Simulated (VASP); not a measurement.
AlGa3N4: single point with PBEsol

AlGa3N4:

```
Al Ga N
1.0
     4.67621    0.00000    0.00000
     0.00000    4.46758    0.00000
     0.00000    0.00000    4.46758
Al Ga N
1 3 4
Direct
  0.00000 0.00000 0.00000
  0.46313 0.50000 0.00000
  0.53687 0.00000 0.50000
  0.00000 0.50000 0.50000
  0.75505 0.74367 0.23358
  0.75505 0.25633 0.76642
  0.24495 0.76642 0.74367
  0.24495 0.23358 0.25633
```

This cell differs from its parent crystal: mode 4 frozen in at -0.165 Å, normal strain along x +0.0467.

* Program: VASP 6.6.1
* Task: single point
* Functional: PBEsol
* Potentials or basis: VASP PAW PBE potentials, release 64 (Al, Ga_d, N)
* Cutoff: 520 eV
* k mesh: 6 × 6 × 6
* Occupations: gaussian, width 0.05 eV
* Spin: no spin polarisation

| Property | Result |
| --- | --- |
| Pressure | -8.2 GPa |
| Largest force | 1.449 eV/Å |
| Band gap on the k mesh | 1.86 eV, direct |

Forces on the atoms (eV/Å):
```
Al   0.000  0.000  0.000
Ga   1.449  0.000  0.000
Ga  -1.449  0.000  0.000
Ga   0.000  0.000  0.000
N   -0.038  0.184  0.148
N   -0.038 -0.184 -0.148
N    0.038 -0.148  0.184
N    0.038  0.148 -0.184
```

Stress tensor (GPa, compression positive):
```
-13.08   0.00   0.00
  0.00  -5.72   0.00
  0.00   0.00  -5.72
```

Levels at points of the mesh, in eV from the valence-band top:
```csv
k point,band 29,band 30,band 31,band 32,band 33,band 34
"(0.00, 0.00, 0.00)",-0.20,0.00,0.00,1.86,3.08,3.08
"(0.50, 0.00, 0.00)",-1.30,-1.05,-1.05,4.46,4.53,5.65
"(0.00, 0.50, 0.00)",-1.48,-1.29,-1.22,4.54,4.65,5.90
"(0.50, 0.50, 0.00)",-1.07,-1.00,-0.75,6.06,6.18,6.32
"(0.00, 0.50, 0.50)",-0.77,-0.77,-0.47,6.13,6.13,6.26
"(0.50, 0.50, 0.50)",-0.69,-0.58,-0.52,4.38,4.38,4.50
```

Wall time 5.8 min on 1 thread of AMD EPYC 7R13, on a shared host, peak memory 0.25 GiB.

Caveat: the cell differs from its parent crystal (mode 4 frozen in at -0.165 Å, normal strain along x +0.0467); the PAW data sets were made with another functional, which shifts forces and pressure a little.
